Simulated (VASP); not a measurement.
## Cu: single point with RPBE

Crystal: Cu.

```xyz
3
Lattice="4.1760 0.0000 0.0000 -2.0880 3.6165 0.0000 0.0000 0.0000 2.5088" Properties=species:S:1:pos:R:3 pbc="T T T"
Cu    0.0000    0.0000    0.0000
Cu    0.0000    2.4110    1.2544
Cu    2.0880    1.2055    1.2544
```

This isn't the form of Cu at room conditions, which is fcc.

- Program: VASP 6.6.1
- Task: single point
- Functional: RPBE
- Potentials or basis: VASP PAW PBE potentials, release 64 (Cu)
- Cutoff: 520 eV
- k mesh: 12 × 12 × 16
- Occupations: fermi-dirac, width 0.1 eV
- Spin: no spin polarisation

```yaml
Pressure: 0.8 GPa
Band_gap_on_the_k_mesh: zero (an odd number of electrons rules out a gap without spin polarisation)
```

Stress tensor (GPa, compression positive):
```
0.93 0.00 0.00
0.00 0.93 0.00
0.00 0.00 0.45
```

Levels at points of the mesh, in eV from the Fermi level:
```csv
k point,band 12,band 13,band 14,band 15,band 16,band 17,band 18,band 19,band 20,band 21
"(0.00, 0.00, 0.00)",-2.28,-2.23,-2.23,-1.53,-1.53,4.38,4.38,4.40,4.40,5.80
"(0.50, 0.00, 0.00)",-1.86,-1.74,-1.73,-1.71,-1.60,-1.50,-0.53,3.88,13.16,13.17
"(0.00, 0.00, 0.50)",-1.80,-1.66,-1.66,-1.27,-0.31,0.26,8.01,8.32,8.32,9.54
"(0.50, 0.00, 0.50)",-1.86,-1.76,-1.55,-1.39,0.61,0.77,3.31,3.43,6.58,7.34
```

It took 3.7 min on 1 thread of AMD EPYC 7R13 (shared host), peak memory 0.21 GiB.

Caveat: the PAW data sets were made with another functional, which shifts forces and pressure a little.
